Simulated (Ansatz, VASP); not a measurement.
One calculation of InP, two programs

```
CELL_PARAMETERS angstrom
0.00000 2.93050 2.93050
2.93050 0.00000 2.93050
2.93050 2.93050 0.00000
ATOMIC_POSITIONS crystal
In 0.00000 0.00000 0.00000
P 0.75000 0.75000 0.75000
```

Alike in both runs: task single point; functional PBE; k mesh 8 × 8 × 8; occupations gaussian, width 0.028 eV; no spin polarisation.

|  | VASP | Ansatz |
| --- | --- | --- |
| version | VASP 6.6.1 | Ansatz 0.2.0 |
| potentials or method | VASP PAW PBE potentials, release 64 (In_d, P) | Ansatz PAW |
| plane-wave cutoff (eV) | 520 | 420 |
| valence electrons in the cell | 18 | 18 |

```tsv
	VASP	Ansatz	Ansatz less VASP
gap on the k mesh at the Fermi level (eV)	0.71	0.72	+0.003
least direct gap on the mesh (eV)	0.71	0.72	+0.003
pressure (GPa)	3.3	3.3	+0.06
```

The functional is the same, so the differences come from potentials, cutoffs and numerics.
